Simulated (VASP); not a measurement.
Write the native input for VASP 6.6.1 that does the following.

```
Task                   : single point
Functional             : PBEsol
Potentials or basis    : VASP PAW PBE potentials, release 64 (Si, Ge_d)
Cutoff                 : 520 eV
k mesh                 : 8 × 8 × 8
Occupations            : gaussian, width 0.03 eV
Spin                   : no spin polarisation
Dipole correction      : no
Further INCAR settings : ALGO = Normal; EDIFF = 1e-07; NBANDS = 31
```

The structure of Si7Ge lies in POSCAR:

```
Si7Ge
1.0
    5.6828451166      0.0000000000      0.0000000000
    0.0000000000      5.6828451166      0.0000000000
    0.0000000000      0.0000000000      5.0372739114
Si Ge
7 1
Direct
    0.2525986838      0.2525986838      0.2525986838
    0.0000000000      0.5000000000      0.5000000000
    0.5000000000      0.5000000000      0.0000000000
    0.5000000000      0.0000000000      0.5000000000
    0.7474013162      0.2525986838      0.7474013162
    0.7474013162      0.7474013162      0.2525986838
    0.2525986838      0.7474013162      0.7474013162
    0.0000000000      0.0000000000      0.0000000000
```

These files were run (other wordings do the same):

INCAR

```
SYSTEM = Si7Ge
PREC = Accurate
ENCUT = 520
EDIFF = 1E-7
ISMEAR = 0
SIGMA = 0.03
LREAL = .FALSE.
LASPH = .TRUE.
NELM = 80
ALGO = Normal
ISIF = 2
LWAVE = .FALSE.
LCHARG = .FALSE.
GGA = PS
NBANDS = 31
```

KPOINTS

```
regular mesh
0
G
  8 8 8
  0 0 0
```

Potentials or basis: VASP PAW PBE potentials, release 64 (Si, Ge_d).

Command:

```sh
$ cat potpaw_PBE.64/Si/POTCAR potpaw_PBE.64/Ge_d/POTCAR > POTCAR
$ mpirun -np 1 vasp_std > vasp.out
```

It gave:

```yaml
Pressure: -0.5 GPa
Largest_force: 0.050 eV/Å
Band_gap_on_the_k_mesh: zero (bands 21 and 22 overlap by 0.39 eV)
```

Caveat: semilocal functionals underestimate gaps, so a narrow gap can read as zero; the PAW data sets were made with another functional, which shifts forces and pressure a little.

Wall time 7 min on 1 thread of Intel Xeon 8259CL (shared host), peak memory 0.46 GiB.
